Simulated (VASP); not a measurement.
A run of VASP 6.6.1 is set up as follows.

File INCAR:

```
  PREC = Accurate
  ENCUT = 520
  EDIFF = 1E-6
  ISMEAR = 0
  SIGMA = 0.1
  LREAL = F
  LASPH = T
  NELM = 60
  ALGO = Normal
  ISIF = 2
  LWAVE = F
  LCHARG = T
  LDIPOL = T
  IDIPOL = 3
  DIPOL = 0.5 0.5 0.498
  GGA = PE
  IVDW = 12
  LELF = T
  LVHAR = T
  LVACPOTAV = T
  NBANDS = 102
```

Contents of KPOINTS:

```
regular mesh
0
Gamma
  4 4 1
```

The input POSCAR:

```
Rh
1.0
    5.3647950047      0.0000000000      0.0000000000
   -2.6823975023      4.6460487602      0.0000000000
    0.0000000000      0.0000000000     20.3803367787
Rh
12
Direct
    0.3333333333      0.1666666667      0.3925352209
    0.3333333333      0.6666666667      0.3925352209
    0.8333333333      0.1666666667      0.3925352209
    0.8333333333      0.6666666667      0.3925352209
    0.6666666667      0.3333333333      0.4980918671
    0.6666666667      0.8333333333      0.4980918671
    0.1666666667      0.3333333333      0.4980918671
    0.1666666667      0.8333333333      0.4980918671
    0.0000000000      0.5000000000      0.6036375085
    0.0000000000      0.0000000000      0.6036375085
    0.5000000000      0.5000000000      0.6036375085
    0.5000000000      0.0000000000      0.6036375085
```

Potentials or basis: VASP PAW PBE potentials, release 64 (Rh_pv).

Launch:

```bash
$ cat potpaw_PBE.64/Rh_pv/POTCAR > POTCAR
$ mpirun -np 1 vasp_std > vasp.out
```

Predict the band gap on the k mesh.

zero (band 90 reaches 0.86 eV, above the bottom of band 91 at 0.10 eV).

Estimate the largest force.

0.009 eV/Å.

Forces on the atoms (eV/Å):
```
Rh   0.000  0.000 -0.007
Rh   0.000  0.000 -0.007
Rh   0.000  0.000 -0.007
Rh   0.000  0.000 -0.007
Rh   0.000  0.000 -0.002
Rh   0.000  0.000 -0.002
Rh   0.000  0.000 -0.002
Rh   0.000  0.000 -0.002
Rh   0.000  0.000  0.009
Rh   0.000  0.000  0.009
Rh   0.000  0.000  0.009
Rh   0.000  0.000  0.009
```
